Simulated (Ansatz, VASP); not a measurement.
# Two plane-wave programs on Ge

INCAR

```
SYSTEM = Ge
ALGO     = Normal         ! electronic algorithm
EDIFF    = 1E-7           ! SCF threshold, eV
EDIFFG   = -0.005         ! ionic threshold
ENCUT    = 600            ! plane-wave cutoff, eV
GGA      = PE             ! functional
IBRION   = 2              ! ionic algorithm
ISIF     = 3              ! what is computed and relaxed
ISMEAR   = 0              ! smearing method
LASPH    = .True.         ! aspherical terms in the spheres
LCHARG   = .False.        ! write CHGCAR
LREAL    = .False.        ! projectors in reciprocal space
LWAVE    = .False.        ! write WAVECAR
NELM     = 80             ! most SCF steps
NSW      = 100            ! ionic steps
PREC     = Accurate       ! precision mode
SIGMA    = 0.1            ! smearing width, eV
```

The input KPOINTS:

```
k-points
0
Gamma
  14 14 14
  0 0 0
```

The input POSCAR:

```
Ge
1.0
    0.0000000000      2.8289100000      2.8289100000
    2.8289100000      0.0000000000      2.8289100000
    2.8289100000      2.8289100000      0.0000000000
Ge
2
Direct
    0.0000000000      0.0000000000      0.0000000000
    0.2500000000      0.2500000000      0.2500000000
```

Input for Ansatz:

```yaml
crystal:
  lattice:
    - [0.0, 2.82891, 2.82891]
    - [2.82891, 0.0, 2.82891]
    - [2.82891, 2.82891, 0.0]
  atoms:
    - { symbol: Ge, position: [0.0, 0.0, 0.0] }
    - { symbol: Ge, position: [0.25, 0.25, 0.25] }
basis:
  ecutwfc: 420
kpoints:
  mp_grid: { grid: [14, 14, 14] }
hamiltonian:
  xc: pbe
scf:
  occupations: { method: gaussian, width: 0.1 }
output:
  forces: true
  stress: true
  eigenvalues: true
relax:
  adjacent_minimum: "off"
  f_tol: 0.01
  max_steps: 80
  cell: { stress_tol: 0.05 }
```

Alike in both runs: task relaxation of cell and atoms; functional PBE; k mesh 14 × 14 × 14; occupations gaussian, width 0.1 eV; no spin polarisation.

|  | VASP | Ansatz |
| --- | --- | --- |
| version | VASP 6.6.1 | Ansatz 0.2.0 |
| potentials or method | VASP PAW PBE potentials, release 64 (Ge_d), cutoff 600 eV | scalar-relativistic, plane waves, PAW |
| valence electrons in the cell | 28 | 28 |

```tsv
	VASP	Ansatz	Ansatz less VASP
gap on the k mesh at the Fermi level, each at its own relaxed structure (eV)	none	none	-
relaxed volume (Å³/atom)	23.90	23.90	-0.001
relaxed length of the cell vector where the two differ most in proportion (Å)	4.074	4.074	0.0000
```

A gap of «none» marks a metal or a gap that the smearing closes.
